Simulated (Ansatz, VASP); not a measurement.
# One calculation of Al8Au3, two programs

```
Al Au
1.0
     4.24264    0.00000    0.00000
    -2.12132    3.67423    0.00000
     0.00000    0.00000   32.12436
Al Au
8 3
Direct
  0.66667 0.33333 0.31129
  0.00000 0.00000 0.36521
  0.33333 0.66667 0.41912
  0.66667 0.33333 0.47304
  0.00000 0.00000 0.52403
  0.33333 0.66667 0.58047
  0.66667 0.33333 0.63548
  0.00000 0.00000 0.68297
  0.66667 0.33333 0.39217
  0.33333 0.66667 0.49927
  0.00000 0.00000 0.60339
```

Alike in both runs: task single point; functional LDA; k mesh 18 × 18 × 1; occupations gaussian, width 0.1 eV; no spin polarisation.

|  | VASP | Ansatz |
| --- | --- | --- |
| version | VASP 6.6.1 | Ansatz 0.2.0 |
| potentials or method | VASP PAW LDA potentials, release 64 (Al, Au), cutoff 520 eV | scalar-relativistic, plane waves, PAW |
| valence electrons in the cell | 57 | 81 |

```tsv
	VASP	Ansatz	Ansatz less VASP
gap on the k mesh at the Fermi level (eV)	none	none	-
rms of the force components (eV/Å)	0.108	0.107	-0.0008
```

LDA's correlation is that of Perdew and Zunger in VASP and of Perdew and Wang (1992) in Ansatz. A gap of «none» marks a metal or a gap that the smearing closes. VASP's potentials hold 57 valence electrons a cell and Ansatz's 81, so a difference there can come from the potentials and not from the codes. Ansatz's warnings: xc potential rough in thin density.

Neither program's run includes spin-orbit coupling.
